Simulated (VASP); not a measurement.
Wanted: the native input for a VASP 6.6.1 run.

| Item | Value |
| --- | --- |
| Task | single point |
| Functional | r2SCAN |
| Potentials or basis | VASP PAW PBE potentials, release 64 (Sn_d, O) |
| Cutoff | 520 eV |
| k mesh | 6 × 4 × 5 |
| Occupations | fermi-dirac, width 0.05 eV |
| Spin | no spin polarisation |
| Dipole correction | no |
| Further INCAR settings | ALGO = Normal; EDIFF = 1e-07; NBANDS = 28 |

Crystal: SnO.

```xyz
4
Lattice="3.3550 0.0000 0.0000 0.0000 5.6741 0.0000 0.0000 0.0000 4.1938" Properties=species:S:1:pos:R:3 pbc="T T T"
Sn    0.0000    1.3159    2.1520
Sn    1.6775    4.3582    0.0551
O     0.0000    5.0570    3.0902
O     1.6775    0.6171    0.9933
```

These files were run (other wordings do the same):

POSCAR

```
SnO
1.0
    3.3550050000      0.0000000000      0.0000000000
    0.0000000000      5.6741040000      0.0000000000
    0.0000000000      0.0000000000      4.1938235333
Sn O
2 2
Direct
    0.0000000000      0.2319090000      0.5131440000
    0.5000000000      0.7680910000      0.0131440000
    0.0000000000      0.8912500000      0.7368570000
    0.5000000000      0.1087500000      0.2368570000
```

INCAR.step1

```
PREC     = Accurate       # precision mode
ENCUT    = 520            # plane-wave cutoff, eV
ISMEAR   = -1             # smearing method
SIGMA    = 0.05           # smearing width, eV
LREAL    = F              # projectors in reciprocal space
LASPH    = T              # aspherical terms in the spheres
NELM     = 60             # most SCF steps
NBANDS   = 28             # bands
GGA      = PE             # functional
ALGO     = Normal         # electronic algorithm
EDIFF    = 1E-4           # SCF threshold, eV
LWAVE    = T              # write WAVECAR
LCHARG   = F              # write CHGCAR
```

INCAR.step2

```
PREC     = Accurate       # precision mode
ENCUT    = 520            # plane-wave cutoff, eV
EDIFF    = 1E-7           # SCF threshold, eV
ISMEAR   = -1             # smearing method
SIGMA    = 0.05           # smearing width, eV
LREAL    = F              # projectors in reciprocal space
LASPH    = T              # aspherical terms in the spheres
NELM     = 60             # most SCF steps
ALGO     = Normal         # electronic algorithm
ISIF     = 2              # what is computed and relaxed
LWAVE    = F              # write WAVECAR
LCHARG   = F              # write CHGCAR
METAGGA  = R2SCAN         # meta-GGA
LMIXTAU  = T            
NBANDS   = 28             # bands
ISTART   = 1
```

KPOINTS

```
Automatic mesh
0
Gamma
  6 4 5
```

Potentials or basis: VASP PAW PBE potentials, release 64 (Sn_d, O).

Launch:

```console
$ cat potpaw_PBE.64/Sn_d/POTCAR potpaw_PBE.64/O/POTCAR > POTCAR
$ cp INCAR.step1 INCAR
$ mpirun -np 1 vasp_std > vasp.out
$ cp INCAR.step2 INCAR
$ mpirun -np 1 vasp_std > vasp.out
```

It gave:

| Quantity | Value |
| --- | --- |
| Pressure | -2.2 GPa |
| Largest force | 0.435 eV/Å |
| Band gap on the k mesh | 1.93 eV, indirect (least direct gap 2.70 eV) |

Caveat: the PAW data sets were made with another functional, which shifts forces and pressure a little; spin-orbit coupling is left out, which moves the levels of the heavy elements.

Wall time 4.2 min on 1 thread of Intel(R) Xeon(R) Platinum 8259CL CPU @ 2.50GHz (Skylake/Cascade Lake) (shared host), peak memory 0.23 GiB.
